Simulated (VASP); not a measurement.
A run of VASP 6.6.1 is set up as follows.

INCAR

```
SYSTEM = Cd2SO
PREC = Accurate ; ENCUT = 600
EDIFF = 1E-7 ; ISMEAR = 0
SIGMA = 0.15 ; LREAL = .False.
LASPH = .True. ; NELM = 120
ALGO = Normal ; ISIF = 3
LWAVE = .False. ; LCHARG = .False.
GGA = PE ; IBRION = 2
NSW = 36 ; EDIFFG = -0.08
GGA_COMPAT = .False. ; NELMIN = 4
```

Contents of KPOINTS:

```
Automatic mesh
0
Gamma
  4 4 3
  0 0 0
```

Contents of POSCAR:

```
Cd2SO
1.0
    3.7900000000      0.0000000000      0.0000000000
    0.0000000000      3.7900000000      0.0000000000
    0.0000000000      0.0000000000      5.3600000000
Cd S O
2 1 1
Direct
    0.5000000000      0.0000000000      0.7000000000
    0.0000000000      0.5000000000      0.3000000000
    0.0000000000      0.0000000000      0.0000000000
    0.5000000000      0.5000000000      0.5000000000
```

Potentials or basis: VASP PAW PBE potentials, release 64 (Cd_sv_GW, S, O).

Run with:

```console
$ cat potpaw_PBE.64/Cd_sv_GW/POTCAR potpaw_PBE.64/S/POTCAR potpaw_PBE.64/O/POTCAR > POTCAR
$ mpirun -np 1 vasp_std > vasp.out
```

Question: Predict the relaxed volume.

Answer: 20.76 Å³/atom.

Question: Predict the space group after relaxing (to 0.05 Å).

Answer: P-4m2 (No. 115).

Step by step:
| step | energy change (eV) | largest force (eV/Å) | pressure (GPa) | volume (Å³) |
| --- | --- | --- | --- | --- |
| 1 | 0.0000 | 0.4164 | 7.02 | 76.99 |
| 2 | -0.1049 | 0.1911 | -3.02 | 86.77 |
| 3 | -0.1367 | 0.2505 | -0.19 | 83.35 |
| 4 | -0.1421 | 0.1387 | -0.09 | 83.23 |
| 5 | -0.1443 | 0.0313 | 0.10 | 83.05 |

Caveat: the k points lie up to 0.40 Å⁻¹ apart in the final cell; the relaxation stopped at a loose force limit of 0.08 eV/Å, so its end isn't a converged minimum.
